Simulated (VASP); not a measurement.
# Sb (R-3m) in VASP: further runs

The runs below take Sb through single point, with PBE.

All numbers are computed with VASP 6.6.1; they aren't measurements. Logs are shortened: lines on timing, memory, paths and dates and some standing lists are left out, and cuts for length are marked.

### Step 1. The cell of the first run

Symmetry: R-3m, No. 166, trigonal system. Conventional cell: a = 4.172 Å, b = 4.172 Å, c = 11.569 Å, α = 90.00°, β = 90.00°, γ = 120.00°. Sb (site symmetry 3m) has 6 Sb at 2.86 to 3.34 Å within 3.8 Å.

### Step 2. Single point, PBE (strain -0.030 along x and y, +0.030 along z)

Contents of INCAR:

```
PREC = Accurate ; ENCUT = 520
EDIFF = 1E-6 ; ISMEAR = 0
SIGMA = 0.15 ; LREAL = F
LASPH = T ; NELM = 100
ALGO = Normal ; ISIF = 2
LWAVE = F ; LCHARG = T
GGA = PE ; LELF = T
LVHAR = T ; NBANDS = 12
```

Contents of KPOINTS:

```
regular mesh
0
Gamma
  12 12 12
```

Contents of POSCAR:

```
Sb
1.0
    2.0860823220      1.2044001902      3.8563200000
   -2.0860823220      1.2044001902      3.8563200000
    0.0000000000     -2.4088003803      3.8563200000
Sb
2
Direct
    0.2336400000      0.2336400000      0.2336400000
    0.7663600000      0.7663600000      0.7663600000
```

Potentials or basis: VASP PAW PBE potentials, release 64 (Sb).

Run with:

```sh
> cat potpaw_PBE.64/Sb/POTCAR > POTCAR
> mpirun -np 1 vasp_std > vasp.out
```

OUTCAR:

```text
PREC = Accurate
   ENCUT = 520
   EDIFF = 1E-6
   ISMEAR = 0
   LREAL = F
   LASPH = T
   NELM = 100
   ISIF = 2
   GGA = PE

 ion  position               nearest neighbor table
   1  0.234  0.234  0.234-   2 2.86   2 2.86   2 2.86   2 3.34   2 3.34   2 3.34
   2  0.766  0.766  0.766-   1 2.86   1 2.86   1 2.86   1 3.34   1 3.34   1 3.34

  LATTYP: Found a trigonal (rhomboedric) cell.
 ALAT       =     4.5468146229
 COS(alpha) =     0.5790035971

  Lattice vectors:

 A1 = (   2.0860823220,   1.2044001902,   3.8563200000)
 A2 = (  -2.0860823220,   1.2044001902,   3.8563200000)
 A3 = (   0.0000000000,  -2.4088003803,   3.8563200000)

Analysis of symmetry for initial positions (statically):
=====================================================================
 Subroutine PRICEL returns:
 Original cell was already a primitive cell.

 Routine SETGRP: Setting up the symmetry group for a
 trigonal (rhombohedral) supercell.

 Subroutine GETGRP returns: Found 12 space group operations
 (whereof 12 operations were pure point group operations)
 out of a pool of 12 trial point group operations.

The static configuration has the point symmetry D_3d.

Analysis of symmetry for dynamics (positions and initial velocities):
=====================================================================
 Subroutine PRICEL returns:
 Original cell was already a primitive cell.

 Routine SETGRP: Setting up the symmetry group for a
 trigonal (rhombohedral) supercell.

 Subroutine GETGRP returns: Found 12 space group operations
 (whereof 12 operations were pure point group operations)
 out of a pool of 12 trial point group operations.

The dynamic configuration has the point symmetry D_3d.

 Subroutine INISYM returns: Found 12 space group operations
 (whereof 12 operations are pure point group operations),
 and found     1 'primitive' translations

----------------------------------------------------------------------------------------

                                     Primitive cell

  volume of cell :      58.1335

  direct lattice vectors                    reciprocal lattice vectors
     2.086082322  1.204400190  3.856320000     0.239683734  0.138381468  0.086438193
    -2.086082322  1.204400190  3.856320000    -0.239683734  0.138381468  0.086438193
     0.000000000 -2.408800380  3.856320000     0.000000000 -0.276762936  0.086438193

  length of vectors
     4.546814623  4.546814623  4.546814623     0.289947037  0.289947037  0.289947037

  position of ions in fractional coordinates (direct lattice)
     0.233640000  0.233640000  0.233640000
     0.766360000  0.766360000  0.766360000

  ion indices of the primitive-cell ions
   primitive index   ion index
                 1           1
                 2           2

----------------------------------------------------------------------------------------

 KPOINTS: regular mesh

Automatic generation of k-mesh.
 Grid dimensions read from file:
 generate k-points for:   12   12   12

 Generating k-lattice:

  Cartesian coordinates                     Fractional coordinates (reciprocal lattice)
     0.019973644  0.011531789  0.007203183     0.083333333 -0.000000000 -0.000000000
    -0.019973644  0.011531789  0.007203183    -0.000000000  0.083333333 -0.000000000
     0.000000000 -0.023063578  0.007203183    -0.000000000 -0.000000000  0.083333333

  Length of vectors
     0.024162253  0.024162253  0.024162253

  Shift w.r.t. Gamma in fractional coordinates (k-lattice)
     0.000000000  0.000000000  0.000000000

 Subroutine IBZKPT returns following result:
 ===========================================

 Found    189 irreducible k-points:

 Following reciprocal coordinates:
            Coordinates               Weight
  0.000000  0.000000  0.000000      1.000000
  0.083333 -0.000000  0.000000      6.000000
  0.166667 -0.000000 -0.000000      6.000000
  0.250000  0.000000  0.000000      6.000000
  0.333333 -0.000000  0.000000      6.000000
  0.416667 -0.000000  0.000000      6.000000
[... 16 lines left out ...]
  0.500000  0.166667  0.000000     12.000000
 -0.416667  0.166667  0.000000     12.000000
 [... further k-points ...]
   k-points           NKPTS =    189   k-points in BZ     NKDIM =    189   number of bands    NBANDS=     12
   number of dos      NEDOS =    301   number of ions     NIONS =      2
   total plane-waves  NPLWV =  46656
   dimension x,y,z NGX =    36 NGY =   36 NGZ =   36
   dimension x,y,z NGXF=    72 NGYF=   72 NGZF=   72
   ions per type =               2
   NGX,Y,Z   is equivalent  to a cutoff of  13.16, 13.16, 13.16 a.u.
   NGXF,Y,Z  is equivalent  to a cutoff of  26.33, 26.33, 26.33 a.u.
 SYSTEM =  unknown system
   PREC   = accura    normal or accurate (medium, high low for compatibility)
   ISTART =      0    job   : 0-new  1-cont  2-samecut
   ICHARG =      2    charge: 1-file 2-atom 10-const
   ISPIN  =      1    spin polarized calculation?
   LNONCOLLINEAR =      F non collinear calculations
   LSORBIT =      F    spin-orbit coupling
   LASPH  =      T    aspherical Exc in radial PAW
   ENCUT  =  520.0 eV  38.22 Ry    6.18 a.u.   8.45  8.45  8.45*2*pi/ulx,y,z
   NELM   =    100;   NELMIN=  2; NELMDL= -5     # of ELM steps
   EDIFF  = 0.1E-05   stopping-criterion for ELM
   LREAL  =      F    real-space projection
   EDIFFG = 0.1E-04   stopping-criterion for IOM
   NSW    =      0    number of steps for IOM
   IBRION =     -1    ionic relax: 0-MD 1-quasi-New 2-CG
   NFREE  =      0    steps in history (QN), initial steepest desc. (CG)
   ISIF   =      2    stress and relaxation
   ISYM   =      2    0-nonsym 1-usesym 2-fastsym
   POTIM  = 0.5000    time-step for ionic-motion
   TEBEG  =    0.0;   TEEND  =   0.0 temperature during run
   PSTRESS=    0.0 pullay stress
   NELECT =      10.0000    total number of electrons
   NUPDOWN=      -1.0000    fix difference up-down
   EMIN   =  10.00;   EMAX   =-10.00  energy-range for DOS
   EFERMI =   0.00;   METHOD = LEGACY
   ISMEAR =     0;   SIGMA  =   0.15  broadening in eV -4-tet -1-fermi 0-gaus
   EFERMI_NEDOS =   21; number of points for ismear=-14 and -15
   IALGO  =     38    algorithm
   IMIX   =      4    mixing-type and parameters
     AMIX     =   0.40;   BMIX     =  1.00
     AMIX_MAG =   1.60;   BMIX_MAG =  1.00
  volume/ion in A,a.u.               =      29.07       196.15
  Fermi-wavevector in a.u.,A,eV,Ry     =   0.910471  1.720540 11.278643  0.828957
  Thomas-Fermi vector in A             =   2.034637
   LORBIT       =      0    0 simple, 1 ext, 2 COOP (PROOUT), +10 PAW based schemes
   GGA     = PE    functional components
   LHFCALC =     F    Hartree Fock is set to
   AEXX    =    0.0000 exact exchange contribution
   IVDW    =     0    specifies the selected vdW correction
   LEPSILON=     F    determine dielectric tensor
   LRPA    =     F    only Hartree local field effects (RPA)
 non-spin polarized calculation
 Gauss-broadening in eV      SIGMA  =   0.15
  energy-cutoff  :      520.00
  volume of cell :       58.13
 maximum number of plane-waves:      1593
 NGX is ok and might be reduce to    36
   NGX = 17   NGY = 17   NGZ = 17

 number of electron      10.0000000 magnetization

 Free energy of the ion-electron system (eV)
  ---------------------------------------------------
  ext. energy  EPLUGINS =         0.00000000
  ---------------------------------------------------
  free energy    TOTEN  =        -8.16823544 eV

  energy without entropy =       -8.16354112  energy(sigma->0) =       -8.16588828

 E-fermi :   7.7847     XC(G=0):  -9.6934

 val. band max:        7.7530989964   @ k =   0.4167   0.0833   0.0833
 cond. band min:       7.7870944760   @ k =   0.5000   0.5000   0.5000
 fundamental gap:      0.0339954796
 Fermi energy:         7.7846983190

 k-point     1 :       0.0000    0.0000    0.0000
  band No.  band energies     occupation
      1      -5.2710      2.00000
      2       3.0687      2.00000
      3       5.1862      2.00000
      4       6.1586      2.00000
      5       6.1586      2.00000
      6       9.8694      0.00000
      7      10.5289      0.00000
      8      10.5289      0.00000
      9      13.0353      0.00000
     10      13.0952      0.00000
     11      13.0952      0.00000
     12      14.3656      0.00000

 k-point     2 :       0.0833   -0.0000    0.0000
  band No.  band energies     occupation
      1      -5.1889      2.00000
      2       2.7220      2.00000
      3       5.2714      2.00000
      4       6.1214      2.00000
      5       6.1627      2.00000
      6       9.9396      0.00000
      7      10.2885      0.00000
      8      10.3500      0.00000
      9      12.5752      0.00000
     10      12.8084      0.00000
     11      13.0967      0.00000
     12      15.0485      0.00000

 k-point     3 :       0.1667   -0.0000   -0.0000
  band No.  band energies     occupation
      1      -4.9438      2.00000
      2       1.8885      2.00000
      3       5.3443      2.00000
      4       6.0295      2.00000
      5       6.2946      2.00000
      6       9.6516      0.00000
      7       9.8319      0.00000
      8       9.8784      0.00000
      9      12.3828      0.00000
     10      12.6595      0.00000
     11      13.4102      0.00000
     12      16.3624      0.00000
[... 286 lines left out ...]
 k-point    23 :       0.5000    0.1667    0.0000
  band No.  band energies     occupation
      1      -2.9014      2.00000
      2      -1.3978      2.00000
      3       4.0739      2.00000
      4       4.8108      2.00000
      5       5.8280      2.00000
      6       8.9420      0.00000
      7       9.5889      0.00000
      8      10.6328      0.00000
      9      13.7257      0.00000
     10      15.2588      0.00000
     11      15.9572      0.00000
     12      17.3665      0.00000

 k-point    24 :      -0.4167    0.1667    0.0000
  band No.  band energies     occupation
      1      -2.5747      2.00000
      2      -1.7824      2.00000
      3       3.9068      2.00000
      4       5.1641      2.00000
      5       5.9776      2.00000
      6       8.4248      0.00000
      7       9.1139      0.00000
      8      10.9609      0.00000
      9      14.0704      0.00000
     10      15.2820      0.00000
     11      15.8499      0.00000
     12      17.1039      0.00000

 [... further k-points ...]

------------------------ aborting loop because EDIFF is reached ----------------------------------------

  FORCE on cell =-STRESS in cart. coord.  units (eV):
  Direction    XX          YY          ZZ          XY          YZ          ZX
  --------------------------------------------------------------------------------------
  -------------------------------------------------------------------------------------
  Total        2.3838099      2.3838099      1.4793355      0.0000000      0.0000000     -0.0000000
  in kB       65.6985256     65.6985256     40.7709376      0.0000000      0.0000000     -0.0000000
  external PRESSURE =      57.3893296 kB  Pullay stress =       0.0000000 kB

 VOLUME and BASIS-vectors are now :
 -----------------------------------------------------------------------------
  energy-cutoff  :      520.00
  volume of cell :       58.13
      direct lattice vectors                 reciprocal lattice vectors
     2.086082322  1.204400190  3.856320000     0.239683734  0.138381468  0.086438193
    -2.086082322  1.204400190  3.856320000    -0.239683734  0.138381468  0.086438193
     0.000000000 -2.408800380  3.856320000     0.000000000 -0.276762936  0.086438193

 POSITION                                       TOTAL-FORCE (eV/Angst)
 -----------------------------------------------------------------------------------
      0.00000      0.00000      2.70297         0.000000      0.000000      0.443840
      0.00000      0.00000      8.86599         0.000000     -0.000000     -0.443840
 -----------------------------------------------------------------------------------
    total drift:                                0.000000     -0.000000      0.000000

  FREE ENERGIE OF THE ION-ELECTRON SYSTEM (eV)
  ---------------------------------------------------
  free  energy   TOTEN  =        -8.1682354382 eV

  energy  without entropy=       -8.1635411155  energy(sigma->0) =       -8.16588828
```

Run time: 59 s. Hardware: 1 thread of AMD EPYC 9R45 (Zen 5), shared host; peak memory 0.25 GiB.

What came out:

```yaml
Free_energy: -8.1682 eV
Pressure: 5.7 GPa
Largest_force: 0.444 eV/Å
Band_gap_on_the_k_mesh: zero (bands 5 and 6 overlap by 0.41 eV)
```

Forces in eV/Å, atoms in the order of the input:
```
Sb   0.000  0.000  0.444
Sb   0.000  0.000 -0.444
```

Levels at points of the mesh, in eV from the Fermi level:
```csv
k point,band 2,band 3,band 4,band 5,band 6,band 7,band 8,band 9
"(0.00, 0.00, 0.00)",-4.72,-2.60,-1.63,-1.63,2.08,2.74,2.74,5.25
"(0.50, 0.00, 0.00)",-9.74,-2.24,-2.01,-0.34,-0.15,-0.11,0.59,7.04
"(0.50, 0.50, 0.00)",-8.10,-5.61,-4.09,-3.61,1.45,4.98,5.69,6.94
"(0.50, 0.50, 0.50)",-9.22,-1.14,-1.14,0.00,0.39,0.39,1.55,6.78
```

Caveat: the cell differs from its parent crystal (strain -0.030 along x and y, +0.030 along z); the cell stands under pressure; spin-orbit coupling is left out, which moves the levels of the heavy elements.

[end of part 1 of 2]

The gap in the log of VASP goes by the Fermi energy; the results here count the filled bands.